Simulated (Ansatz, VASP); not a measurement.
One calculation of CdS, two programs

```
Cd S
1.0
     0.00000    2.96348    2.96348
     2.96348    0.00000    2.96348
     2.96348    2.96348    0.00000
Cd S
1 1
Direct
  0.00000 0.00000 0.00000
  0.25000 0.25000 0.25000
```

Alike in both runs: functional PBE; k mesh 8 × 8 × 8; occupations gaussian, width 0.02 eV; no spin polarisation.

Ansatz relaxed the structure, and its values are those at the end. VASP's run is a single point on that final structure, the one shown.

|  | VASP | Ansatz |
| --- | --- | --- |
| version | VASP 6.6.1 | Ansatz 0.2.0 |
| potentials or method | VASP PAW PBE potentials, release 64 (Cd, S), cutoff 500 eV | scalar-relativistic, plane waves, PAW |
| valence electrons in the cell | 18 | 26 |

Ansatz gave:

```
gap on the k mesh at the Fermi level (eV) : 1.04
least direct gap on the mesh (eV)         : 1.04
pressure (GPa)                            : 0.0
```

Problem. Which values does VASP return?

Solution. gap on the k mesh at the Fermi level (eV): 1.04; least direct gap on the mesh (eV): 1.04; pressure (GPa): 0.3.

VASP's potentials hold 18 valence electrons a cell and Ansatz's 26, so a difference there can come from the potentials and not from the codes.
